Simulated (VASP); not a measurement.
Write the native input for VASP 6.6.1 that does the following.

| Item | Value |
| --- | --- |
| Task | single point |
| Functional | PBEsol |
| Potentials or basis | VASP PAW PBE potentials, release 64 (Pb_d, S) |
| Cutoff | 520 eV |
| k mesh | 3 × 4 × 2 |
| Occupations | gaussian, width 0.01 eV |
| Spin | no spin polarisation |
| Dipole correction | no |
| Further INCAR settings | ALGO = Normal; EDIFF = 1e-06; NBANDS = 50 |

The structure of PbS lies in POSCAR:

```
PbS
1.0
    5.9456410000      0.0000000000      0.0000000000
    0.0000000000      4.0331420000      0.0000000000
   -0.6621670000      0.0000000000     10.5394460000
Pb S
4 4
Direct
    0.6910350000      0.2500000000      0.6327080000
    0.3089650000      0.7500000000      0.3672920000
    0.2464400000      0.2500000000      0.8967450000
    0.7535600000      0.7500000000      0.1032550000
    0.7375760000      0.2500000000      0.9246910000
    0.2624240000      0.7500000000      0.0753090000
    0.3825450000      0.7500000000      0.6437800000
    0.6174550000      0.2500000000      0.3562200000
```

The input as run:

INCAR

```
SYSTEM = PbS
PREC = Accurate ; ENCUT = 520
EDIFF = 1E-6 ; ISMEAR = 0
SIGMA = 0.01 ; LREAL = .FALSE.
LASPH = .TRUE. ; NELM = 100
ALGO = Normal ; ISIF = 2
LWAVE = .FALSE. ; LCHARG = .TRUE.
GGA = PS ; LELF = .TRUE.
LVHAR = .TRUE. ; NBANDS = 50
```

KPOINTS

```
Automatic mesh
0
G
  3 4 2
  0 0 0
```

Potentials or basis: VASP PAW PBE potentials, release 64 (Pb_d, S).

The run is started by

```bash
$ cat potpaw_PBE.64/Pb_d/POTCAR potpaw_PBE.64/S/POTCAR > POTCAR
$ mpirun -np 1 vasp_std > vasp.out
```

It gave:

| Item | Value |
| --- | --- |
| Pressure | -2.2 GPa |
| Largest force | 0.234 eV/Å |
| Band gap on the k mesh | 1.50 eV (least direct gap 1.54 eV) |

Caveat: the PAW data sets were made with another functional, which shifts forces and pressure a little; spin-orbit coupling is left out, which moves the levels of the heavy elements; an odd mesh through Γ misses points on the zone boundary, where band edges can lie.

It took 2.7 min on 1 thread of Intel(R) Xeon(R) Platinum 8488C (Sapphire Rapids) (shared host), peak memory 0.38 GiB.
